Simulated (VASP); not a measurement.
Input of a VASP 6.6.1 run:

The input INCAR:

```
PREC = Accurate
ENCUT = 520
EDIFF = 1E-6
ISMEAR = 0
SIGMA = 0.05
LREAL = F
LASPH = T
NELM = 100
ALGO = Normal
ISIF = 2
LWAVE = F
LCHARG = F
GGA = PS
NBANDS = 24
```

File KPOINTS:

```
Automatic mesh
0
Gamma
  6 6 6
```

File POSCAR:

```
KMgF3
1.0
    3.9859000000      0.0000000000      0.0000000000
    0.0000000000      3.9859000000      0.0000000000
    0.0000000000      0.0000000000      3.9859000000
K Mg F
1 1 3
Direct
    0.5000000000      0.5000000000      0.5000000000
    0.0000000000      0.0000000000      0.0156802730
    0.5000000000      0.0000000000      0.0000000000
    0.0000000000      0.5000000000      0.0000000000
    0.0000000000      0.0000000000      0.5000000000
```

Potentials or basis: VASP PAW PBE potentials, release 64 (K_sv, Mg, F).

The run is started by

```bash
$ cat potpaw_PBE.64/K_sv/POTCAR potpaw_PBE.64/Mg/POTCAR potpaw_PBE.64/F/POTCAR > POTCAR
$ mpirun -np 1 vasp_std > vasp.out
```

Q: What does it give for the largest force?

A: 0.596 eV/Å.

Q: Predict the band gap on the k mesh.

A: 7.12 eV, indirect (least direct gap 7.45 eV).

Q: What does it give for the pressure?

A: 0.1 GPa.

Forces in eV/Å, atoms in the order of the input:
```
K    0.000  0.000  0.075
Mg   0.000  0.000 -0.596
F    0.000  0.000  0.054
F    0.000  0.000  0.054
F    0.000  0.000  0.413
```

Caveat: the cell differs from its parent crystal (all Mg atoms moved +0.062 Å, as atom 2 along Cartesian [0 0 1]); the PAW data sets were made with another functional, which shifts forces and pressure a little. A k mesh can miss the band edges.
